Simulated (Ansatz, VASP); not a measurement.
# Si3Sn: VASP beside Ansatz

```xyz
4
Lattice="4.0603 0.0000 0.0000 0.0000 4.0603 0.0000 0.0000 0.0000 5.7971" Properties=species:S:1:pos:R:3 pbc="T T T"
Si    2.0302    0.0000    1.3025
Si    0.0000    2.0302    4.4945
Si    2.0302    2.0302    0.0000
Sn    0.0000    0.0000    2.8985
```

Alike in both runs: functional PBE; k mesh 10 × 10 × 6; occupations gaussian, width 0.01 eV; no spin polarisation.

Ansatz relaxed the structure, and its values are those at the end. VASP's run is a single point on that final structure, the one shown.

|  | VASP | Ansatz |
| --- | --- | --- |
| version | VASP 6.6.1 | Ansatz 0.2.0 |
| potentials or method | VASP PAW PBE potentials, release 64 (Si, Sn_d), cutoff 520 eV | scalar-relativistic, plane waves, PAW |
| valence electrons in the cell | 26 | 26 |

VASP gave:

* gap on the k mesh at the Fermi level (eV): 0.22
* least direct gap on the mesh (eV): 0.50
* pressure (GPa): -0.1

Task: What did Ansatz give for the same quantities?

Result: gap on the k mesh at the Fermi level (eV): 0.22; least direct gap on the mesh (eV): 0.50; pressure (GPa): 0.0.
